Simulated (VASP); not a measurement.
# BN in VASP: a series of runs, part 2 of 2

VASP 6.6.1. Earlier steps stand in the parts before.

### 3 Single point, PBE (5.24 Å³/atom)

This run uses another cell than the first one, of 5.24 Å³/atom.

File INCAR:

```
SYSTEM = BN
PREC = Accurate
ENCUT = 600
EDIFF = 1E-6
ISMEAR = 0
SIGMA = 0.05
LREAL = .FALSE.
LASPH = .TRUE.
NELM = 120
ALGO = Normal
ISIF = 2
LWAVE = .FALSE.
LCHARG = .FALSE.
GGA = PE
NBANDS = 11
GGA_COMPAT = .FALSE.
```

File KPOINTS:

```
regular mesh
0
G
  12 12 12
  0 0 0
```

File POSCAR:

```
BN
1.0
    0.0000000000      1.7133639943      1.7133639943
    1.7133639943      0.0000000000      1.7133639943
    1.7601959435      1.7601959435     -0.0468319492
B N
1 1
Direct
    0.0000000000      0.0000000000      0.0000000000
    0.7500000000      0.7500000000      0.7500000000
```

Potentials or basis: VASP PAW PBE potentials, release 64 (B, N).

Command:

```sh
$ cat potpaw_PBE.64/B/POTCAR potpaw_PBE.64/N/POTCAR > POTCAR
$ mpirun -np 1 vasp_std > vasp.out
```

OUTCAR:

```text
SYSTEM = BN
   PREC = Accurate
   ENCUT = 600
   EDIFF = 1E-6
   ISMEAR = 0
   LREAL = .FALSE.
   LASPH = .TRUE.
   NELM = 120
   ISIF = 2
   GGA = PE

 ion  position               nearest neighbor table
   1  0.000  0.000  0.000-   2 1.49   2 1.49   2 1.49   2 1.54
   2  0.750  0.750  0.750-   1 1.49   1 1.49   1 1.49   1 1.54

  LATTYP: Found a trigonal (rhomboedric) cell.
 ALAT       =     2.4897334698
 COS(alpha) =     0.5264197777

  Lattice vectors:

 A1 = (   1.7601959435,   0.0468319492,  -1.7601959435)
 A2 = (   0.0468319492,   1.7601959435,  -1.7601959435)
 A3 = (   1.7601959435,   1.7601959435,  -0.0468319492)

Analysis of symmetry for initial positions (statically):
=====================================================================
 Subroutine PRICEL returns:
 Original cell was already a primitive cell.

 Routine SETGRP: Setting up the symmetry group for a
 trigonal (rhombohedral) supercell.

 Subroutine GETGRP returns: Found  6 space group operations
 (whereof  6 operations were pure point group operations)
 out of a pool of 12 trial point group operations.

The static configuration has the point symmetry C_3v.

Analysis of symmetry for dynamics (positions and initial velocities):
=====================================================================
 Subroutine PRICEL returns:
 Original cell was already a primitive cell.

 Routine SETGRP: Setting up the symmetry group for a
 trigonal (rhombohedral) supercell.

 Subroutine GETGRP returns: Found  6 space group operations
 (whereof  6 operations were pure point group operations)
 out of a pool of 12 trial point group operations.

The dynamic configuration has the point symmetry C_3v.

 Subroutine INISYM returns: Found  6 space group operations
 (whereof  6 operations are pure point group operations),
 and found     1 'primitive' translations

----------------------------------------------------------------------------------------

                                     Primitive cell

  volume of cell :      10.4720

  direct lattice vectors                    reciprocal lattice vectors
     0.000000000  1.713363994  1.713363994    -0.287992394  0.295654749  0.287992394
     1.713363994  0.000000000  1.713363994     0.295654749 -0.287992394  0.287992394
     1.760195944  1.760195944 -0.046831949     0.280330040  0.280330040 -0.280330040

  length of vectors
     2.423062598  2.423062598  2.489733470     0.503280209  0.503280209  0.485545872

  position of ions in fractional coordinates (direct lattice)
     0.000000000  0.000000000  0.000000000
     0.750000000  0.750000000  0.750000000

  ion indices of the primitive-cell ions
   primitive index   ion index
                 1           1
                 2           2

----------------------------------------------------------------------------------------

 KPOINTS: regular mesh

Automatic generation of k-mesh.
 Grid dimensions read from file:
 generate k-points for:   12   12   12

 Generating k-lattice:

  Cartesian coordinates                     Fractional coordinates (reciprocal lattice)
    -0.023999366  0.024637896  0.023999366     0.083333333  0.000000000  0.000000000
     0.024637896 -0.023999366  0.023999366     0.000000000  0.083333333  0.000000000
     0.023360837  0.023360837 -0.023360837     0.000000000  0.000000000  0.083333333

  Length of vectors
     0.041940017  0.041940017  0.040462156

  Shift w.r.t. Gamma in fractional coordinates (k-lattice)
     0.000000000  0.000000000  0.000000000

 Subroutine IBZKPT returns following result:
 ===========================================

 Found    189 irreducible k-points:

 Following reciprocal coordinates:
            Coordinates               Weight
  0.000000  0.000000  0.000000      1.000000
  0.083333  0.000000 -0.000000      6.000000
  0.166667  0.000000  0.000000      6.000000
  0.250000  0.000000  0.000000      6.000000
  0.333333  0.000000 -0.000000      6.000000
  0.416667  0.000000  0.000000      6.000000
[... 16 lines left out ...]
  0.500000  0.166667  0.000000     12.000000
 -0.416667  0.166667 -0.000000     12.000000
 [... further k-points ...]
   k-points           NKPTS =    189   k-points in BZ     NKDIM =    189   number of bands    NBANDS=     11
   number of dos      NEDOS =    301   number of ions     NIONS =      2
   total plane-waves  NPLWV =   8000
   dimension x,y,z NGX =    20 NGY =   20 NGZ =   20
   dimension x,y,z NGXF=    40 NGYF=   40 NGZF=   40
   ions per type =               1   1
   NGX,Y,Z   is equivalent  to a cutoff of  13.72, 13.72, 13.35 a.u.
   NGXF,Y,Z  is equivalent  to a cutoff of  27.44, 27.44, 26.71 a.u.
 SYSTEM =  BN
   PREC   = accura    normal or accurate (medium, high low for compatibility)
   ISTART =      0    job   : 0-new  1-cont  2-samecut
   ICHARG =      2    charge: 1-file 2-atom 10-const
   ISPIN  =      1    spin polarized calculation?
   LNONCOLLINEAR =      F non collinear calculations
   LSORBIT =      F    spin-orbit coupling
   LASPH  =      T    aspherical Exc in radial PAW
   ENCUT  =  600.0 eV  44.10 Ry    6.64 a.u.   4.84  4.84  4.97*2*pi/ulx,y,z
   NELM   =    120;   NELMIN=  2; NELMDL= -5     # of ELM steps
   EDIFF  = 0.1E-05   stopping-criterion for ELM
   LREAL  =      F    real-space projection
   EDIFFG = 0.1E-04   stopping-criterion for IOM
   NSW    =      0    number of steps for IOM
   IBRION =     -1    ionic relax: 0-MD 1-quasi-New 2-CG
   NFREE  =      0    steps in history (QN), initial steepest desc. (CG)
   ISIF   =      2    stress and relaxation
   ISYM   =      2    0-nonsym 1-usesym 2-fastsym
   POTIM  = 0.5000    time-step for ionic-motion
   TEBEG  =    0.0;   TEEND  =   0.0 temperature during run
   PSTRESS=    0.0 pullay stress
   NELECT =       8.0000    total number of electrons
   NUPDOWN=      -1.0000    fix difference up-down
   EMIN   =  10.00;   EMAX   =-10.00  energy-range for DOS
   EFERMI =   0.00;   METHOD = LEGACY
   ISMEAR =     0;   SIGMA  =   0.05  broadening in eV -4-tet -1-fermi 0-gaus
   EFERMI_NEDOS =   21; number of points for ismear=-14 and -15
   IALGO  =     38    algorithm
   IMIX   =      4    mixing-type and parameters
     AMIX     =   0.40;   BMIX     =  1.00
     AMIX_MAG =   1.60;   BMIX_MAG =  1.00
  volume/ion in A,a.u.               =       5.24        35.33
  Fermi-wavevector in a.u.,A,eV,Ry     =   1.496563  2.828094 30.472972  2.239700
  Thomas-Fermi vector in A             =   2.608563
   LORBIT       =      0    0 simple, 1 ext, 2 COOP (PROOUT), +10 PAW based schemes
   GGA     = PE    functional components
   LHFCALC =     F    Hartree Fock is set to
   AEXX    =    0.0000 exact exchange contribution
   IVDW    =     0    specifies the selected vdW correction
   LEPSILON=     F    determine dielectric tensor
   LRPA    =     F    only Hartree local field effects (RPA)
 non-spin polarized calculation
 Gauss-broadening in eV      SIGMA  =   0.05
  energy-cutoff  :      600.00
  volume of cell :       10.47
 maximum number of plane-waves:       359
   NGX =  9   NGY =  9   NGZ =  9

 number of electron       8.0000001 magnetization

 Free energy of the ion-electron system (eV)
  ---------------------------------------------------
  ext. energy  EPLUGINS =         0.00000000
  ---------------------------------------------------
  free energy    TOTEN  =       -17.16144904 eV

  energy without entropy =      -17.16144904  energy(sigma->0) =      -17.16144904

 E-fermi :   9.3728     XC(G=0): -13.4255

 val. band max:        9.0392852888   @ k =   0.0000   0.0000   0.0000
 cond. band min:      13.4921489735   @ k =   0.5000   0.5000   0.0000
 fundamental gap:      4.4528636848
 Fermi energy:         9.3727806369

 k-point     1 :       0.0000    0.0000    0.0000
  band No.  band energies     occupation
      1     -12.7123      2.00000
      2       8.7849      2.00000
      3       9.0393      2.00000
      4       9.0393      2.00000
      5      17.3135      0.00000
      6      18.7616      0.00000
      7      18.7616      0.00000
      8      21.6237      0.00000
      9      36.0173      0.00000
     10      38.2697      0.00000
     11      38.2697      0.00000
[... 309 lines left out ...]
 k-point    24 :      -0.4167    0.1667   -0.0000
  band No.  band energies     occupation
      1      -7.3625      2.00000
      2      -2.0966      2.00000
      3       4.3592      2.00000
      4       5.9327      2.00000
      5      18.5807      0.00000
      6      21.6164      0.00000
      7      22.7890      0.00000
      8      26.5280      0.00000
      9      31.7530      0.00000
     10      35.4991      0.00000
     11      38.3774      0.00000

 [... further k-points ...]
[... 5 lines left out ...]
  --------------------------------------------------------------------------------------
  -------------------------------------------------------------------------------------
  Total        4.0260405      4.0260405      4.0260405     -1.0590285      1.0590285      1.0590285
  in kB      615.9693220    615.9693220    615.9693220   -162.0274523    162.0274523    162.0274523
  external PRESSURE =     615.9693220 kB  Pullay stress =       0.0000000 kB

 VOLUME and BASIS-vectors are now :
 -----------------------------------------------------------------------------
  energy-cutoff  :      600.00
  volume of cell :       10.47
      direct lattice vectors                 reciprocal lattice vectors
     0.000000000  1.713363994  1.713363994    -0.287992394  0.295654749  0.287992394
     1.713363994  0.000000000  1.713363994     0.295654749 -0.287992394  0.287992394
     1.760195944  1.760195944 -0.046831949     0.280330040  0.280330040 -0.280330040

 POSITION                                       TOTAL-FORCE (eV/Angst)
 -----------------------------------------------------------------------------------
      0.00000      0.00000      0.00000         0.174538      0.174538     -0.174538
      2.60517      2.60517      2.53492        -0.174538     -0.174538      0.174538
 -----------------------------------------------------------------------------------
    total drift:                               -0.000021     -0.000021      0.000021

  FREE ENERGIE OF THE ION-ELECTRON SYSTEM (eV)
  ---------------------------------------------------
  free  energy   TOTEN  =       -17.1614490404 eV

  energy  without entropy=      -17.1614490404  energy(sigma->0) =      -17.16144904
```

OSZICAR:

```text
N       E                     dE             d eps       ncg     rms          rms(c)
DAV:   1     0.170342998974E+02    0.17034E+02   -0.56469E+03  4222   0.828E+02
DAV:   2    -0.177337472508E+02   -0.34768E+02   -0.33809E+02  4867   0.202E+02
DAV:   3    -0.183499355705E+02   -0.61619E+00   -0.61523E+00  4983   0.222E+01
DAV:   4    -0.183506084921E+02   -0.67292E-03   -0.67291E-03  4479   0.823E-01
DAV:   5    -0.183506090159E+02   -0.52383E-06   -0.52383E-06  4884   0.231E-02    0.746E+00
DAV:   6    -0.172967231278E+02    0.10539E+01   -0.28228E+00  4512   0.109E+01    0.372E+00
DAV:   7    -0.171786888749E+02    0.11803E+00   -0.17749E-01  4905   0.342E+00    0.208E+00
DAV:   8    -0.171611083895E+02    0.17580E-01   -0.41289E-02  4814   0.154E+00    0.267E-01
DAV:   9    -0.171613703287E+02   -0.26194E-03   -0.85013E-04  4410   0.283E-01    0.972E-02
DAV:  10    -0.171614448089E+02   -0.74480E-04   -0.11188E-04  4672   0.947E-02    0.169E-02
DAV:  11    -0.171614489265E+02   -0.41176E-05   -0.63887E-06  4817   0.224E-02    0.102E-02
DAV:  12    -0.171614490404E+02   -0.11390E-06   -0.89977E-07  2622   0.759E-03
   1 F= -.17161449E+02 E0= -.17161449E+02  d E =-.155989E-23
```

stdout:

```text
POSCAR found type information on POSCAR B N
 POSCAR found :  2 types and       2 ions
 scaLAPACK will be used
 LDA part: xc-table for (Slater+PW92), standard interpolation
 POSCAR, INCAR and KPOINTS ok, starting setup
 FFT: planning ... GRIDC
 FFT: planning ... GRID_SOFT
 FFT: planning ... GRID
 WAVECAR not read
 entering main loop
```

Run time: 11 s. Hardware: 1 thread of Intel Xeon 6975P-C (Granite Rapids), shared host; peak memory 0.14 GiB.

Results:

- Free energy: -17.1614 eV
- Pressure: 61.6 GPa
- Largest force: 0.302 eV/Å
- Band gap on the k mesh: 4.45 eV (least direct gap 8.27 eV)

Forces in eV/Å, atoms in the order of the input:
```
B    0.175  0.175 -0.175
N   -0.175 -0.175  0.175
```

Levels at points of the mesh, in eV from the valence-band top:
| k point | band 2 | band 3 | band 4 | band 5 | band 6 | band 7 |
| --- | --- | --- | --- | --- | --- | --- |
| (0.00, 0.00, 0.00) | -0.25 | 0.00 | 0.00 | 8.27 | 9.72 | 9.72 |
| (0.50, 0.00, 0.00) | -11.89 | -2.39 | -2.35 | 10.47 | 11.61 | 11.70 |
| (0.50, 0.50, 0.00) | -9.83 | -5.87 | -5.33 | 4.45 | 9.89 | 19.52 |
| (0.00, 0.00, 0.50) | -12.05 | -1.91 | -1.91 | 11.63 | 11.63 | 12.52 |

Caveat: the cell stands under pressure. A k mesh can miss the band edges.

### 4 Single point, PBE (5.24 Å³/atom)

This run uses another cell than the first one, of 5.24 Å³/atom.

File INCAR:

```
SYSTEM = BN
PREC = Accurate
ENCUT = 600
EDIFF = 1E-6
ISMEAR = 0
SIGMA = 0.05
LREAL = .False.
LASPH = .True.
NELM = 120
ALGO = Normal
ISIF = 2
LWAVE = .False.
LCHARG = .True.
GGA = PE
LELF = .True.
LVHAR = .True.
NBANDS = 11
GGA_COMPAT = .False.
```

File KPOINTS:

```
Automatic mesh
0
Gamma
  12 12 12
  0 0 0
```

File POSCAR:

```
BN
1.0
    0.0000000000      1.7598906550      1.7598906550
    1.7598906550      0.0000000000      1.7598906550
    1.7136641938      1.7136641938      0.0462264612
B N
1 1
Direct
    0.0000000000      0.0000000000      0.0000000000
    0.7500000000      0.7500000000      0.7500000000
```

Command:

```sh
$ cat potpaw_PBE.64/B/POTCAR potpaw_PBE.64/N/POTCAR > POTCAR
$ mpirun -np 1 vasp_std > vasp.out
```

Run time: 9 s. Hardware: 1 thread of Intel Xeon 6975P-C (Granite Rapids), shared host; peak memory 0.13 GiB.

Results (log left out):

* Free energy: -17.1601 eV
* Pressure: 61.6 GPa
* Largest force: 0.495 eV/Å
* Band gap on the k mesh: 4.43 eV (least direct gap 8.90 eV)

Forces in eV/Å, atoms in the order of the input:
```
B   -0.286 -0.286  0.286
N    0.286  0.286 -0.286
```

Stress tensor (GPa, compression positive):
```
 61.64  16.95 -16.95
 16.95  61.64 -16.95
-16.95 -16.95  61.64
```

Levels at points of the mesh, in eV from the valence-band top:
| k point | band 1 | band 2 | band 3 | band 4 | band 5 | band 6 | band 7 | band 8 |
| --- | --- | --- | --- | --- | --- | --- | --- | --- |
| (0.00, 0.00, 0.00) | -21.77 | -0.15 | -0.15 | 0.00 | 8.90 | 8.90 | 9.71 | 12.72 |
| (0.50, 0.00, 0.00) | -17.08 | -12.00 | -2.19 | -2.12 | 10.95 | 11.35 | 12.42 | 16.41 |
| (0.50, 0.50, 0.00) | -15.42 | -9.85 | -5.91 | -5.32 | 4.43 | 9.88 | 19.58 | 19.69 |
| (0.00, 0.00, 0.50) | -16.59 | -11.80 | -2.62 | -2.62 | 10.88 | 10.92 | 10.92 | 16.34 |

Caveat: the cell stands under pressure. A k mesh can miss the band edges.

### 5 Summary

```csv
cell,gap on the mesh (eV),pressure (GPa),largest force (eV/Å)
"a = 2.661 Å, angles 60.0°, 2 atoms",4.32,-34.3,-
"a = 2.423, b = 2.423, c = 2.490 Å, angles 60.9, 60.9, 60.0°, 2 atoms",4.45,61.6,0.30
"a = 2.489, b = 2.489, c = 2.424 Å, angles 59.1, 59.1, 60.0°, 2 atoms",4.43,61.6,0.49
```

Alike in all rows: task single point; level PBE; potentials or basis VASP PAW PBE potentials, release 64 (B, N); no spin polarisation; k mesh 12 × 12 × 12; cutoff (eV) 600; smearing gaussian 0.05 eV.

Caveats: the cell stands under pressure (at least some runs); the cell stands under tension (at least some runs).

Absolute energies hang on the potentials; compare differences alone.
